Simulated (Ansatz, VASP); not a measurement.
## One calculation of Na5H, two programs

```
CELL_PARAMETERS angstrom
7.95091 0.00000 0.00000
-3.97545 6.88569 0.00000
0.00000 0.00000 3.43177
ATOMIC_POSITIONS crystal
Na 0.00000 0.76664 0.00000
Na 0.76664 0.00000 0.00000
Na 0.23336 0.23336 0.00000
Na 0.66667 0.33333 0.50000
Na 0.33333 0.66667 0.50000
H 0.00000 0.00000 0.50000
```

Change from the starting cell: species swapped into the CaMg5 type (P-62m, No. 189).

Alike in both runs: functional PBE; k mesh 6 × 6 × 12; occupations gaussian, width 0.1 eV; no spin polarisation.

Ansatz relaxed the structure, and its values are those at the end. VASP's run is a single point on that final structure, the one shown.

|  | VASP | Ansatz |
| --- | --- | --- |
| version | VASP 6.6.1 | Ansatz 0.2.0 |
| potentials or method | VASP PAW PBE potentials, release 64 (Na_pv, H), cutoff 520 eV | scalar-relativistic, plane waves, PAW |
| valence electrons in the cell | 36 | 46 |

```tsv
	VASP	Ansatz	Ansatz less VASP
gap on the k mesh at the Fermi level (eV)	none	none	-
pressure (GPa)	0.0	0.0	+0.01
```

A gap of «none» marks a metal or a gap that the smearing closes. With one functional, cell and mesh, what is left measures potentials, basis and numerics. VASP's potentials hold 36 valence electrons a cell and Ansatz's 46, so a difference there can come from the potentials and not from the codes.
